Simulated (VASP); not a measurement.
Here is a VASP 6.6.1 calculation.

Contents of POSCAR:

```
BP
1.0
    2.2682571427      2.2682571427      0.0000000000
   -2.2682571427      2.2682571427      0.0000000000
    0.0000000000      2.2682571427      2.2682571427
B P
1 1
Direct
    0.0000000000      0.0000000000      0.0000000000
    0.7500000000      0.2500000000      0.5000000000
```

File INCAR.step1:

```
SYSTEM = BP
PREC = Accurate ; ENCUT = 520
ISMEAR = 0 ; SIGMA = 0.01
LREAL = .False. ; LASPH = .True.
NELM = 100 ; NBANDS = 11
GGA = PE ; ALGO = Normal
EDIFF = 1E-4 ; LWAVE = .True.
LCHARG = .False.
```

The input INCAR.step2:

```
SYSTEM = BP
PREC = Accurate ; ENCUT = 520
EDIFF = 1E-6 ; ISMEAR = 0
SIGMA = 0.01 ; LREAL = .False.
LASPH = .True. ; NELM = 100
ALGO = Normal ; ISIF = 2
LWAVE = .False. ; LCHARG = .True.
METAGGA = R2SCAN ; LMIXTAU = .True.
LELF = .True. ; LVHAR = .True.
NBANDS = 11 ; ISTART = 1
```

KPOINTS

```
regular mesh
0
Gamma
  8 8 8
  0 0 0
```

Potentials or basis: VASP PAW PBE potentials, release 64 (B, P).

The run is started by

```console
$ cat potpaw_PBE.64/B/POTCAR potpaw_PBE.64/P/POTCAR > POTCAR
$ cp INCAR.step1 INCAR
$ mpirun -np 1 vasp_std > vasp.out
$ cp INCAR.step2 INCAR
$ mpirun -np 1 vasp_std > vasp.out
```

Q: Estimate the pressure.

A: -0.5 GPa.

Q: Predict the band gap on the k mesh.

A: 1.48 eV, indirect (least direct gap 3.64 eV).

Caveat: the PAW data sets were made with another functional, which shifts forces and pressure a little. A k mesh can miss the band edges.
